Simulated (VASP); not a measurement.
# WSe2 in VASP: a series of runs

The runs below take WSe2 through single point, with r2SCAN.

All numbers are computed with VASP 6.6.1; they aren't measurements. Logs are shortened: lines on timing, memory, paths and dates and some standing lists are left out, and cuts for length are marked.

## 1. The cell of the first run

The cell holds a slab with vacuum, 3 atoms: a = 3.314 Å, b = 3.314 Å, c = 17.851 Å, α = 90.00°, β = 90.00°, γ = 120.00°.

## 2. Single point, r2SCAN

Input file POSCAR:

```
WSe2
1.0
    3.3144732801      0.0000000000      0.0000000000
   -1.6572366400      2.8704180607      0.0000000000
    0.0000000000      0.0000000000     17.8513212335
W Se
1 2
Direct
    0.3333333333      0.6666666667      0.0000000000
    0.6666666667      0.3333333333      0.9069433632
    0.6666666667      0.3333333333      0.0930566368
```

Input file INCAR.step1:

```
PREC = Accurate
ENCUT = 520
ISMEAR = 0
SIGMA = 0.02
LREAL = False
LASPH = True
NELM = 80
NBANDS = 20
GGA = PE
ALGO = Normal
EDIFF = 1E-4
LWAVE = True
LCHARG = False
```

Input file INCAR.step2:

```
PREC = Accurate
ENCUT = 520
EDIFF = 1E-7
ISMEAR = 0
SIGMA = 0.02
LREAL = False
LASPH = True
NELM = 80
ALGO = Normal
ISIF = 2
LWAVE = False
LCHARG = False
METAGGA = R2SCAN
LMIXTAU = True
NBANDS = 20
ISTART = 1
```

Input file KPOINTS:

```
regular mesh
0
Gamma
  9 9 2
```

Potentials or basis: VASP PAW PBE potentials, release 64 (W_sv, Se).

On the command line:

```bash
$ cat potpaw_PBE.64/W_sv/POTCAR potpaw_PBE.64/Se/POTCAR > POTCAR
$ cp INCAR.step1 INCAR
$ mpirun -np 1 vasp_std > vasp.out
$ cp INCAR.step2 INCAR
$ mpirun -np 1 vasp_std > vasp.out
```

OUTCAR:

```text
PREC = Accurate
   ENCUT = 520
   EDIFF = 1E-7
   ISMEAR = 0
   LREAL = False
   LASPH = True
   NELM = 80
   ISIF = 2
   METAGGA = R2SCAN
   ISTART = 1

 ion  position               nearest neighbor table
   1  0.333  0.667  0.000-   2 2.53   3 2.53   2 2.53   3 2.53   2 2.53   3 2.53
   2  0.667  0.333  0.907-   1 2.53   1 2.53   1 2.53
   3  0.667  0.333  0.093-   1 2.53   1 2.53   1 2.53

  LATTYP: Found a hexagonal cell.
 ALAT       =     3.3144732801
 C/A-ratio  =     5.3858697069

  Lattice vectors:

 A1 = (   3.3144732801,   0.0000000000,   0.0000000000)
 A2 = (  -1.6572366400,   2.8704180607,   0.0000000000)
 A3 = (   0.0000000000,   0.0000000000,  17.8513212335)

Analysis of symmetry for initial positions (statically):
=====================================================================
 Subroutine PRICEL returns:
 Original cell was already a primitive cell.

 Routine SETGRP: Setting up the symmetry group for a
 hexagonal supercell.

 Subroutine GETGRP returns: Found 12 space group operations
 (whereof 12 operations were pure point group operations)
 out of a pool of 24 trial point group operations.

The static configuration has the point symmetry D_3h.

Analysis of symmetry for dynamics (positions and initial velocities):
=====================================================================
 Subroutine PRICEL returns:
 Original cell was already a primitive cell.

 Routine SETGRP: Setting up the symmetry group for a
 hexagonal supercell.

 Subroutine GETGRP returns: Found 12 space group operations
 (whereof 12 operations were pure point group operations)
 out of a pool of 24 trial point group operations.

The dynamic configuration has the point symmetry D_3h.

 Subroutine INISYM returns: Found 12 space group operations
 (whereof 12 operations are pure point group operations),
 and found     1 'primitive' translations

----------------------------------------------------------------------------------------

                                     Primitive cell

  volume of cell :     169.8361

  direct lattice vectors                    reciprocal lattice vectors
     3.314473280  0.000000000  0.000000000     0.301707063  0.174190654  0.000000000
    -1.657236640  2.870418061  0.000000000     0.000000000  0.348381309  0.000000000
     0.000000000  0.000000000 17.851321233     0.000000000  0.000000000  0.056018263

  length of vectors
     3.314473280  3.314473280 17.851321233     0.348381309  0.348381309  0.056018263

  position of ions in fractional coordinates (direct lattice)
     0.333333333  0.666666667  0.000000000
     0.666666667  0.333333333  0.906943363
     0.666666667  0.333333333  0.093056637

  ion indices of the primitive-cell ions
   primitive index   ion index
                 1           1
                 2           2
                 3           3

----------------------------------------------------------------------------------------

 KPOINTS: regular mesh

Automatic generation of k-mesh.
 Grid dimensions read from file:
 generate k-points for:    9    9    2

 Generating k-lattice:

  Cartesian coordinates                     Fractional coordinates (reciprocal lattice)
     0.033523007  0.019354517  0.000000000     0.111111111 -0.000000000  0.000000000
     0.000000000  0.038709034  0.000000000     0.000000000  0.111111111  0.000000000
     0.000000000  0.000000000  0.028009131     0.000000000  0.000000000  0.500000000

  Length of vectors
     0.038709034  0.038709034  0.028009131

  Shift w.r.t. Gamma in fractional coordinates (k-lattice)
     0.000000000  0.000000000  0.000000000

 Subroutine IBZKPT returns following result:
 ===========================================

 Found     24 irreducible k-points:

 Following reciprocal coordinates:
            Coordinates               Weight
  0.000000  0.000000  0.000000      1.000000
  0.111111  0.000000  0.000000      6.000000
  0.222222  0.000000  0.000000      6.000000
  0.333333  0.000000  0.000000      6.000000
  0.444444  0.000000  0.000000      6.000000
  0.111111  0.111111  0.000000      6.000000
[... 16 lines left out ...]
  0.333333  0.222222  0.500000     12.000000
  0.333333  0.333333  0.500000      2.000000
   k-points           NKPTS =     24   k-points in BZ     NKDIM =     24   number of bands    NBANDS=     20
   number of dos      NEDOS =    301   number of ions     NIONS =      3
   total plane-waves  NPLWV = 109760
   dimension x,y,z NGX =    28 NGY =   28 NGZ =  140
   dimension x,y,z NGXF=    56 NGYF=   56 NGZF=  280
   ions per type =               1   2
   NGX,Y,Z   is equivalent  to a cutoff of  14.04, 14.04, 13.04 a.u.
   NGXF,Y,Z  is equivalent  to a cutoff of  28.09, 28.09, 26.08 a.u.
 SYSTEM =  unknown system
   PREC   = accura    normal or accurate (medium, high low for compatibility)
   ISTART =      1    job   : 0-new  1-cont  2-samecut
   ICHARG =      0    charge: 1-file 2-atom 10-const
   ISPIN  =      1    spin polarized calculation?
   LNONCOLLINEAR =      F non collinear calculations
   LSORBIT =      F    spin-orbit coupling
   LASPH  =      T    aspherical Exc in radial PAW
   ENCUT  =  520.0 eV  38.22 Ry    6.18 a.u.   6.16  6.16 33.19*2*pi/ulx,y,z
   NELM   =     80;   NELMIN=  2; NELMDL=  0     # of ELM steps
   EDIFF  = 0.1E-06   stopping-criterion for ELM
   LREAL  =      F    real-space projection
   EDIFFG = 0.1E-05   stopping-criterion for IOM
   NSW    =      0    number of steps for IOM
   IBRION =     -1    ionic relax: 0-MD 1-quasi-New 2-CG
   NFREE  =      0    steps in history (QN), initial steepest desc. (CG)
   ISIF   =      2    stress and relaxation
   ISYM   =      2    0-nonsym 1-usesym 2-fastsym
   POTIM  = 0.5000    time-step for ionic-motion
   TEBEG  =    0.0;   TEEND  =   0.0 temperature during run
   PSTRESS=    0.0 pullay stress
   NELECT =      26.0000    total number of electrons
   NUPDOWN=      -1.0000    fix difference up-down
   EMIN   =  10.00;   EMAX   =-10.00  energy-range for DOS
   EFERMI =   0.00;   METHOD = LEGACY
   ISMEAR =     0;   SIGMA  =   0.02  broadening in eV -4-tet -1-fermi 0-gaus
   EFERMI_NEDOS =   21; number of points for ismear=-14 and -15
   IALGO  =     38    algorithm
   IMIX   =      4    mixing-type and parameters
     AMIX     =   0.40;   BMIX     =  1.00
     AMIX_MAG =   1.60;   BMIX_MAG =  1.00
  volume/ion in A,a.u.               =      56.61       382.04
  Fermi-wavevector in a.u.,A,eV,Ry     =   0.875768  1.654962 10.435264  0.766970
  Thomas-Fermi vector in A             =   1.995485
   LORBIT       =      0    0 simple, 1 ext, 2 COOP (PROOUT), +10 PAW based schemes
   METAGGA = R2SCAN    functional components
   LHFCALC =     F    Hartree Fock is set to
   AEXX    =    0.0000 exact exchange contribution
   IVDW    =     0    specifies the selected vdW correction
   LEPSILON=     F    determine dielectric tensor
   LRPA    =     F    only Hartree local field effects (RPA)
 non-spin polarized calculation
 Gauss-broadening in eV      SIGMA  =   0.02
  energy-cutoff  :      520.00
  volume of cell :      169.84
 maximum number of plane-waves:      4604
 NGX is ok and might be reduce to    28
   NGX = 13   NGY = 13   NGZ = 67

 number of electron      26.0000000 magnetization

 Free energy of the ion-electron system (eV)
  ---------------------------------------------------
  ext. energy  EPLUGINS =         0.00000000
  ---------------------------------------------------
  free energy    TOTEN  =       -81.75051165 eV

  energy without entropy =      -81.75051165  energy(sigma->0) =      -81.75051165

 E-fermi :  -1.1285     XC(G=0):  -4.5045

 val. band max:       -1.3574717035   @ k =   0.3333   0.3333   0.5000
 cond. band min:       0.2847985389   @ k =   0.3333   0.3333   0.5000
 fundamental gap:      1.6422702424
 Fermi energy:        -1.1284502933

 k-point     1 :       0.0000    0.0000    0.0000
  band No.  band energies     occupation
      1     -77.3621      2.00000
      2     -40.9402      2.00000
      3     -40.8377      2.00000
      4     -40.8377      2.00000
      5     -16.7533      2.00000
      6     -15.3881      2.00000
[... 12 lines left out ...]
     19       4.1791      0.00000
     20       4.2655      0.00000

 k-point     2 :       0.1111    0.0000    0.0000
  band No.  band energies     occupation
      1     -77.3609      2.00000
      2     -40.9349      2.00000
      3     -40.8651      2.00000
      4     -40.8441      2.00000
      5     -16.5654      2.00000
      6     -15.2972      2.00000
[... 12 lines left out ...]
     19       4.4161      0.00000
     20       4.8094      0.00000

 k-point     3 :       0.2222    0.0000    0.0000
  band No.  band energies     occupation
      1     -77.3577      2.00000
      2     -40.9340      2.00000
      3     -40.9213      2.00000
      4     -40.8603      2.00000
      5     -16.0486      2.00000
      6     -15.0493      2.00000
[... 12 lines left out ...]
     19       5.0761      0.00000
     20       5.5683      0.00000

 k-point     4 :       0.3333    0.0000    0.0000
  band No.  band energies     occupation
      1     -77.3541      2.00000
      2     -41.0113      2.00000
      3     -40.9059      2.00000
      4     -40.8787      2.00000
      5     -15.3596      2.00000
      6     -14.7279      2.00000
[... 12 lines left out ...]
     19       5.7014      0.00000
     20       5.9686      0.00000

 k-point     5 :       0.4444    0.0000    0.0000
  band No.  band energies     occupation
      1     -77.3518      2.00000
      2     -41.0612      2.00000
      3     -40.8958      2.00000
      4     -40.8907      2.00000
      5     -14.8152      2.00000
      6     -14.4875      2.00000
[... 12 lines left out ...]
     19       6.2623      0.00000
     20       6.2750      0.00000
[... 353 lines left out ...]
      6     -14.4148      2.00000
[... 12 lines left out ...]
     19       6.8988      0.00000
     20       7.2281      0.00000

 k-point    22 :       0.2222    0.2222    0.5000
  band No.  band energies     occupation
      1     -77.3526      2.00000
      2     -41.0158      2.00000
      3     -40.9165      2.00000
      4     -40.8991      2.00000
      5     -15.0247      2.00000
      6     -14.5645      2.00000
[... 12 lines left out ...]
     19       6.3553      0.00000
     20       6.4530      0.00000

 k-point    23 :       0.3333    0.2222    0.5000
  band No.  band energies     occupation
      1     -77.3508      2.00000
      2     -41.0339      2.00000
      3     -40.9462      2.00000
      4     -40.8914      2.00000
      5     -14.5893      2.00000
      6     -14.3618      2.00000
[... 12 lines left out ...]
     19       6.4906      0.00000
     20       7.5050      0.00000

 k-point    24 :       0.3333    0.3333    0.5000
  band No.  band energies     occupation
      1     -77.3501      2.00000
      2     -41.0107      2.00000
      3     -40.9862      2.00000
      4     -40.8887      2.00000
      5     -14.4356      2.00000
      6     -14.2834      2.00000
[... 12 lines left out ...]
     19       5.4066      0.00000
     20       7.9800      0.00000

------------------------ aborting loop because EDIFF is reached ----------------------------------------

  FORCE on cell =-STRESS in cart. coord.  units (eV):
  Direction    XX          YY          ZZ          XY          YZ          ZX
  --------------------------------------------------------------------------------------
  -------------------------------------------------------------------------------------
  Total        0.1061216      0.1061216      0.1198234      0.0000000      0.0000000      0.0000000
  in kB        1.0011162      1.0011162      1.1303744      0.0000000      0.0000000      0.0000000
  external PRESSURE =       1.0442023 kB  Pullay stress =       0.0000000 kB

 VOLUME and BASIS-vectors are now :
 -----------------------------------------------------------------------------
  energy-cutoff  :      520.00
  volume of cell :      169.84
      direct lattice vectors                 reciprocal lattice vectors
     3.314473280  0.000000000  0.000000000     0.301707063  0.174190654  0.000000000
    -1.657236640  2.870418061  0.000000000     0.000000000  0.348381309  0.000000000
     0.000000000  0.000000000 17.851321233     0.000000000  0.000000000  0.056018263

 POSITION                                       TOTAL-FORCE (eV/Angst)
 -----------------------------------------------------------------------------------
     -0.00000      1.91361      0.00000         0.000000     -0.000000      0.000000
      1.65724      0.95681     16.19014        -0.000000      0.000000     -0.039367
      1.65724      0.95681      1.66118        -0.000000      0.000000      0.039367
 -----------------------------------------------------------------------------------
    total drift:                                0.000000     -0.000000     -0.000000

  FREE ENERGIE OF THE ION-ELECTRON SYSTEM (eV)
  ---------------------------------------------------
  free  energy   TOTEN  =       -81.7505116510 eV

  energy  without entropy=      -81.7505116510  energy(sigma->0) =      -81.75051165
```

Run time: 13 min. Hardware: 1 thread of Intel Xeon 8259CL, shared host; peak memory 0.41 GiB.

What came out:

```
Free energy            : -81.7505 eV
Largest force          : 0.039 eV/Å
Band gap on the k mesh : 1.64 eV
```

Forces on the atoms (eV/Å):
```
W    0.000  0.000  0.000
Se   0.000  0.000 -0.039
Se   0.000  0.000  0.039
```

Caveat: the PAW data sets were made with another functional, which shifts forces and pressure a little; spin-orbit coupling is left out, which moves the levels of the heavy elements.

## 3. Single point, r2SCAN

POSCAR is that of step 2.

Input file INCAR.step1:

```
SYSTEM = WSe2
ALGO = Normal
EDIFF = 1E-4
ENCUT = 520
GGA = PE
ISMEAR = 0
LASPH = .True.
LCHARG = .False.
LREAL = .False.
LWAVE = .True.
NBANDS = 20
NELM = 100
PREC = Accurate
SIGMA = 0.02
```

Input file INCAR.step2:

```
SYSTEM = WSe2
ALGO = Normal
EDIFF = 1E-6
ENCUT = 520
ISIF = 2
ISMEAR = 0
ISTART = 1
LASPH = .True.
LCHARG = .False.
LMIXTAU = .True.
LREAL = .False.
LWAVE = .False.
METAGGA = R2SCAN
NBANDS = 20
NELM = 100
PREC = Accurate
SIGMA = 0.02
```

Input file KPOINTS:

```
k-points
0
Gamma
  9 9 2
  0 0 0
```

Potentials or basis: VASP PAW PBE potentials, release 64 (W_sv, Se).

On the command line:

```bash
$ cat potpaw_PBE.64/W_sv/POTCAR potpaw_PBE.64/Se/POTCAR > POTCAR
$ cp INCAR.step1 INCAR
$ mpirun -np 1 vasp_std > vasp.out
$ cp INCAR.step2 INCAR
$ mpirun -np 1 vasp_std > vasp.out
```

It took 9.1 min on 1 thread of Intel Xeon 8259CL, shared host; peak memory 0.4 GiB.

It converged, with:

- Free energy: -81.7505 eV
- Largest force: 0.039 eV/Å
- Band gap on the k mesh: 1.64 eV

Forces in eV/Å, atoms in the order of the input:
```
W    0.000  0.000  0.000
Se   0.000  0.000 -0.039
Se   0.000  0.000  0.039
```

Levels at points of the mesh, in eV from the valence-band top:
```tsv
k point	band 9	band 10	band 11	band 12	band 13	band 14	band 15	band 16	band 17	band 18
(0.00, 0.00, 0.00)	-2.55	-2.23	-1.38	-1.38	-0.26	3.09	3.09	3.27	3.27	4.88
(0.00, 0.00, 0.50)	-2.55	-2.23	-1.38	-1.38	-0.26	3.09	3.09	3.27	3.27	4.95
```

Caveat: the PAW data sets were made with another functional, which shifts forces and pressure a little; spin-orbit coupling is left out, which moves the levels of the heavy elements.
